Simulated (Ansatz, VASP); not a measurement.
# Two plane-wave programs on PbS

```
Pb S
1.0
     0.00000    3.02059    3.02059
     2.96500    0.05559    2.96500
     2.96500    2.96500    0.05559
Pb S
1 1
Cartesian
  0.0000 0.0000 0.0000
  2.9650 3.0206 3.0206
```

Change from the starting cell: strain +0.0375 x Voigt [0, 0, 0, 1, 0, 0], atoms carried along.

Alike in both runs: task single point; functional PBE; k mesh 10 × 10 × 10; occupations gaussian, width 0.03 eV; no spin polarisation.

|  | VASP | Ansatz |
| --- | --- | --- |
| version | VASP 6.6.1 | Ansatz 0.2.0 |
| potentials or method | VASP PAW PBE potentials, release 64 (Pb_d, S), cutoff 520 eV | scalar-relativistic, plane waves, PAW |
| valence electrons in the cell | 20 | 20 |

VASP gave:

| Quantity | Value |
| --- | --- |
| gap on the k mesh at the Fermi level (eV) | 0.18 |
| least direct gap on the mesh (eV) | 0.33 |
| pressure (GPa) | 2.2 |
| traceless stress, the component that is largest in VASP (GPa) | -0.73 |

Q: Estimate Ansatz's values.

A: gap on the k mesh at the Fermi level (eV): 0.17; least direct gap on the mesh (eV): 0.32; pressure (GPa): 2.3; traceless stress, the component that is largest in VASP (GPa): -0.73.

Spin-orbit coupling is off throughout.
